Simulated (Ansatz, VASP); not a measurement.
# One calculation of MgSi4N, two programs

INCAR

```
  ALGO = Normal
  EDIFF = 1E-7
  ENCUT = 520
  GGA = PE
  ISIF = 2
  ISMEAR = 0
  LASPH = True
  LCHARG = True
  LELF = True
  LREAL = False
  LVHAR = True
  LWAVE = False
  NBANDS = 20
  NELM = 60
  PREC = Accurate
  SIGMA = 0.1
```

The input KPOINTS:

```
k-points
0
Gamma
  4 4 4
```

Contents of POSCAR:

```
MgSi4N
1.0
    2.5473141300     -4.2826794800      0.0000000000
    2.5473141300      4.2826794800      0.0000000000
    0.0000000000      0.0000000000      4.1081491900
Mg Si N
1 4 1
Direct
    0.0000000000      0.0000000000      0.5000000000
    0.1683408000      0.8316592000      0.0000000000
    0.8316592000      0.1683408000      0.0000000000
    0.0000000000      0.5000000000      0.5000000000
    0.5000000000      0.0000000000      0.5000000000
    0.5000000000      0.5000000000      0.0000000000
```

Input for Ansatz:

```yaml
crystal:
  lattice:
    - [2.54731413, -4.28267948, 0.0]
    - [2.54731413, 4.28267948, 0.0]
    - [0.0, 0.0, 4.10814919]
  atoms:
    - { symbol: Mg, position: [0.0, 0.0, 0.5] }
    - { symbol: Si, position: [0.1683408, 0.8316592, 0.0] }
    - { symbol: Si, position: [0.8316592, 0.1683408, 0.0] }
    - { symbol: Si, position: [0.0, 0.5, 0.5] }
    - { symbol: Si, position: [0.5, 0.0, 0.5] }
    - { symbol: "N", position: [0.5, 0.5, 0.0] }
basis:
  ecutwfc: 420
kpoints:
  mp_grid: { grid: [4, 4, 4] }
hamiltonian:
  xc: pbe
scf:
  occupations: { method: gaussian, width: 0.1 }
  lower_state_search: "off"
output:
  forces: true
  stress: true
  eigenvalues: true
```

Change from the starting cell: species swapped into the TmAlNi4 type (Cmmm, No. 65).

Alike in both runs: task single point; functional PBE; k mesh 4 × 4 × 4; occupations gaussian, width 0.1 eV; no spin polarisation.

```csv
,VASP,Ansatz
version,VASP 6.6.1,Ansatz 0.2.0
potentials or method,"VASP PAW PBE potentials, release 64 (Mg, Si, N), cutoff 520 eV","scalar-relativistic, plane waves, PAW"
valence electrons in the cell,23,31
```

```tsv
	VASP	Ansatz	Ansatz less VASP
gap on the k mesh at the Fermi level (eV)	none	none	-
pressure (GPa)	7.5	7.5	+0.01
traceless stress, the component that is largest in VASP (GPa)	-5.22	-5.20	+0.019
rms of the force components (eV/Å)	0.160	0.159	-0.0016
```

Atom by atom the forces differ by 0.002 eV/Å (rms over components). A gap of «none» marks a metal or a gap that the smearing closes. The functional is the same, so the differences come from potentials, cutoffs and numerics. VASP's potentials hold 23 valence electrons a cell and Ansatz's 31, so a difference there can come from the potentials and not from the codes.

The k mesh is coarse, so the values compare programs but aren't converged.
